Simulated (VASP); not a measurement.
# SrLi8Nb7O23 (a cell with a defect) in VASP: settings compared, part 2 of 2

VASP 6.6.1. The steps go on from the part before.

### Step 3. Single point, HSE06

POSCAR

```
SrLi8Nb7O23
1.0
    2.5949501352      1.4981951591      4.6722232478
   -5.1899002704      2.9963903182      9.3444464955
    0.0000000000     -5.9927806363      9.3444464955
Li Nb O Sr
8 7 23 1
Direct
    0.7125640404      0.3551516686      0.3685496017
    0.1954461445      0.1431771685      0.1256867043
    0.6504729139      0.3757060497      0.9080611978
    0.2519637740      0.1063721075      0.5997234124
    0.7092554818      0.8422425803      0.3865575287
    0.2152420033      0.6049406325      0.1144906298
    0.7719219595      0.8272772457      0.8493303042
    0.1946120631      0.6381463939      0.6016726666
    0.9540442444      0.4975682893      0.5036266399
    0.4935153221      0.2501955609      0.2588603575
    0.9852972551      0.5051270953      1.0086153423
    1.0010345339      1.0143036508      0.4937475873
    0.4858031551      0.7415692755      0.2596251043
    0.9687519703      1.0006112374      1.0259801297
    0.5040441153      0.7517903726      0.7532797691
    0.2821513238      0.3174642013      0.4434342030
    0.6364948605      0.4459506108      0.1372745328
    0.8844109365      0.1459414552      0.3167117181
    0.4317270499      0.0600369362      0.3728236643
    0.8232436372      0.1913226396      0.0655363359
    0.1406577060      0.3883439505      0.2014083289
    0.2959791009      0.3291648322      0.9621014406
    0.5907126608      0.4682825216      0.6048192064
    1.0750567204      0.1628209524      0.7877534828
    0.8518061093      0.1817041901      0.5460835732
    0.0126468959      0.3307923070      0.7380815629
    0.3096921727      0.8288343025      0.4183018260
    0.6100045955      0.9838003001      0.0777704310
    0.8839432144      0.6426639538      0.3110166632
    0.3740177769      0.5707400088      0.3859841267
    0.7665012342      0.7004913435      0.0692813542
    0.1072564858      0.8805029702      0.1988759779
    0.2874649903      0.8567014683      0.9218797513
    0.6698955579      0.9361362227      0.6279480530
    0.8955185587      0.6383461087      0.8204990713
    0.3686903146      0.5846962048      0.9063129559
    0.7940094983      0.6646926919      0.5877303555
    0.1598927617      0.8826787065      0.6890573042
    0.4917188976      0.2257070046      0.7756588789
```

INCAR.step1

```
ALGO = Normal
EDIFF = 1E-5
ENCUT = 520
GGA = PE
ISIF = 2
ISMEAR = -1
LASPH = T
LCHARG = F
LREAL = Auto
LWAVE = T
NBANDS = 156
NELECT = 262.0
NELM = 100
PREC = Accurate
SIGMA = 0.01
```

INCAR.step2

```
ALGO = Normal
EDIFF = 1E-6
ENCUT = 520
GGA = PE
HFSCREEN = 0.2079
ISIF = 2
ISMEAR = -1
ISTART = 1
LASPH = T
LCHARG = F
LHFCALC = T
LREAL = Auto
LWAVE = F
NBANDS = 156
NELECT = 262.0
NELM = 100
PREC = Accurate
PRECFOCK = Fast
SIGMA = 0.01
```

KPOINTS

```
Automatic mesh
0
Gamma
  1 1 1
  0.25 0.25 0.25
```

Potentials or basis: VASP PAW PBE potentials, release 64 (Li_sv, Nb_sv, O, Sr_sv).

On the command line:

```bash
$ cat potpaw_PBE.64/Li_sv/POTCAR potpaw_PBE.64/Nb_sv/POTCAR potpaw_PBE.64/O/POTCAR potpaw_PBE.64/Sr_sv/POTCAR > POTCAR
$ cp INCAR.step1 INCAR
$ mpirun -np 1 vasp_std > vasp.out
$ cp INCAR.step2 INCAR
$ mpirun -np 1 vasp_std > vasp.out
```

OUTCAR:

```text
EDIFF = 1E-6
   ENCUT = 520
   GGA = PE
   HFSCREEN = 0.2079
   ISIF = 2
   ISMEAR = -1
   ISTART = 1
   LASPH = T
   LHFCALC = T
   LREAL = Auto
   NELECT = 262.0
   NELM = 100
   PREC = Accurate
   PRECFOCK = Fast

 ion  position               nearest neighbor table
   1  0.713  0.355  0.369-  25 1.99  30 2.08  21 2.12  18 2.24  16 2.25  39 3.53
   2  0.195  0.143  0.126-  18 1.84  28 1.95  22 1.95  20 2.22  39 3.02
   3  0.650  0.376  0.908-  26 1.87  36 1.93  20 1.95  22 1.99  39 3.40  39 3.61
   4  0.252  0.106  0.600-  16 2.02  24 2.05  34 2.07  25 2.20  39 3.27
   5  0.709  0.842  0.387-  19 1.97  37 2.07  32 2.07  27 2.12
   6  0.215  0.605  0.114-  29 1.99  17 2.04  36 2.07  21 2.22
   7  0.772  0.827  0.849-  35 1.96  31 2.01  38 2.03  33 2.20  11 2.79  39 3.50
   8  0.195  0.638  0.602-  23 1.93  35 2.03  27 2.06  37 2.16  39 3.54
   9  0.954  0.498  0.504-  23 1.79  29 1.92  16 1.95  37 2.06  26 2.27  30 2.30  39 3.81
  10  0.494  0.250  0.259-  19 1.87  21 1.88  16 2.04  20 2.05  18 2.09  17 2.15
  11  0.985  0.505  0.009-  22 1.84  17 1.87  35 1.91  31 2.10  21 2.17  36 2.21   7 2.79  39 3.90

  12  0.001  0.014  0.494-  25 1.85  18 1.88  34 1.90  27 2.06  38 2.18  19 2.18  39 3.76
  13  0.486  0.742  0.260-  30 1.82  31 1.92  27 1.98  32 2.01  29 2.10  28 2.49
[... 282 lines left out ...]
      2     -55.7430      2.00000
      3     -55.7011      2.00000
      4     -55.6417      2.00000
      5     -55.5498      2.00000
      6     -55.3583      2.00000
[... 135 lines left out ...]
    142       8.0982      0.00000
    143       8.1785      0.00000
 [bands above 143 left out]

------------------------ aborting loop because EDIFF is reached ----------------------------------------

  FORCE on cell =-STRESS in cart. coord.  units (eV):
  Direction    XX          YY          ZZ          XY          YZ          ZX
  --------------------------------------------------------------------------------------
  -------------------------------------------------------------------------------------
  Total      -22.4307696    -15.5681611    -19.1031475      0.7522262     -2.7511182      1.7628535
  in kB      -82.4370653    -57.2157593    -70.2074627      2.7645650    -10.1108484      6.4787999
  external PRESSURE =     -69.9534291 kB  Pullay stress =       0.0000000 kB

 VOLUME and BASIS-vectors are now :
 -----------------------------------------------------------------------------
  energy-cutoff  :      520.00
  volume of cell :      435.95
      direct lattice vectors                 reciprocal lattice vectors
     2.594950135  1.498195159  4.672223248     0.192681930  0.111244964  0.071343623
    -5.189900270  2.996390318  9.344446495    -0.096340965  0.055622482  0.035671811
     0.000000000 -5.992780636  9.344446495    -0.000000000 -0.111244964  0.035671811

 POSITION                                       TOTAL-FORCE (eV/Angst)
 -----------------------------------------------------------------------------------
      0.00587     -0.07690     10.09185         0.015539     -0.010081      0.001895
     -0.23590     -0.03138      3.42555        -0.034857      0.011817      0.022656
     -0.26193     -3.34151     15.03525         0.005109      0.004354     -0.024572
      0.10177     -2.89779      7.77530        -0.016936     -0.001723      0.011488
     -2.53067      1.26974     14.79626        -0.013975     -0.009124     -0.003601
     -2.58104      1.44900      7.72835         0.024919     -0.022250     -0.031497
[... 31 lines left out ...]
     -4.16610     -1.24497     15.43406         0.398781      0.071346      0.181144
      0.10459     -3.23536     11.65463        -0.047497      0.047278      0.032498
 -----------------------------------------------------------------------------------
    total drift:                                0.007631     -0.007674     -0.003733

  FREE ENERGIE OF THE ION-ELECTRON SYSTEM (eV)
  ---------------------------------------------------
  free  energy   TOTEN  =      -367.0032478247 eV

  energy  without entropy=     -367.0032478247  energy(sigma->0) =     -367.00324782
```

OSZICAR.step1:

```text
N       E                     dE             d eps       ncg     rms          rms(c)
DAV:   1     0.315043601047E+04    0.31504E+04   -0.13829E+05   312   0.177E+03
DAV:   2     0.105388702061E+02   -0.31399E+04   -0.30192E+04   384   0.632E+02
DAV:   3    -0.341192956360E+03   -0.35173E+03   -0.34919E+03   464   0.194E+02
DAV:   4    -0.368067596979E+03   -0.26875E+02   -0.26823E+02   560   0.492E+01
DAV:   5    -0.370824922989E+03   -0.27573E+01   -0.27562E+01   520   0.106E+01    0.555E+01
DAV:   6    -0.304317472420E+03    0.66507E+02   -0.35610E+02   432   0.577E+01    0.253E+01
DAV:   7    -0.304286105510E+03    0.31367E-01   -0.36752E+01   472   0.193E+01    0.136E+01
DAV:   8    -0.304563209985E+03   -0.27710E+00   -0.55574E+00   536   0.753E+00    0.417E+00
DAV:   9    -0.304513145477E+03    0.50065E-01   -0.11420E+00   472   0.388E+00    0.200E+00
DAV:  10    -0.304522550679E+03   -0.94052E-02   -0.15047E-01   392   0.151E+00    0.611E-01
DAV:  11    -0.304524314006E+03   -0.17633E-02   -0.35981E-02   512   0.708E-01    0.266E-01
DAV:  12    -0.304525539539E+03   -0.12255E-02   -0.54345E-03   424   0.238E-01    0.143E-01
DAV:  13    -0.304525851212E+03   -0.31167E-03   -0.11092E-03   488   0.115E-01    0.885E-02
DAV:  14    -0.304526004484E+03   -0.15327E-03   -0.29064E-04   360   0.562E-02    0.275E-02
DAV:  15    -0.304526020428E+03   -0.15945E-04   -0.69087E-05   360   0.330E-02    0.195E-02
DAV:  16    -0.304526023754E+03   -0.33258E-05   -0.17393E-05   264   0.143E-02
   1 F= -.30452602E+03 E0= -.30452602E+03  d E =-.531566E-13
```

It took 39 min on 1 thread of Oxide Virtual Turin-like, shared host; peak memory 0.89 GiB.

Results:

| Quantity | Value |
| --- | --- |
| Free energy | -367.0032 eV |
| Largest force | 0.952 eV/Å |

Forces on the atoms (eV/Å):
```
Li   0.016 -0.010  0.002
Li  -0.035  0.012  0.023
Li   0.005  0.004 -0.025
Li  -0.017 -0.002  0.011
Li  -0.014 -0.009 -0.004
Li   0.025 -0.022 -0.031
Li   0.031  0.006 -0.023
Li   0.020  0.000  0.010
Nb  -0.350 -0.198 -0.509
Nb  -0.111 -0.184 -0.097
Nb   0.233 -0.071 -0.231
Nb  -0.384  0.042  0.123
Nb   0.240 -0.366 -0.265
Nb   0.105 -0.213 -0.235
Nb  -0.041 -0.117 -0.293
O   -0.230  0.162 -0.089
O    0.296  0.257  0.131
O    0.032 -0.346  0.056
O   -0.384  0.303  0.161
O    0.104 -0.279 -0.197
O    0.431  0.099  0.153
O   -0.679 -0.112  0.257
O    0.408  0.648  0.566
O   -0.387  0.020  0.358
O    0.534  0.029 -0.597
O    0.353 -0.190 -0.404
O   -0.075  0.162 -0.172
O    0.410  0.265  0.539
O   -0.020 -0.395 -0.002
O   -0.337  0.517  0.282
O   -0.004 -0.382  0.031
O    0.009  0.337 -0.138
O   -0.373 -0.101  0.102
O    0.228  0.177  0.110
O   -0.037 -0.352  0.076
O   -0.251  0.411  0.092
O   -0.099 -0.222  0.016
O    0.399  0.071  0.181
Sr  -0.047  0.047  0.032
```

Caveat: the k points lie up to 1.14 Å⁻¹ apart, too coarse for converged energies, forces and pressures; the cell carries a net charge on a neutralising background, which shifts energy and pressure; the cell is charged against a uniform background, so pressure and absolute levels hang on convention; the cutoff is under 1.25 times the usual one of these potentials, so pressure, stress and relaxed cells hold a basis-set (Pulay) error; the PAW data sets were made with another functional, which shifts forces and pressure a little.
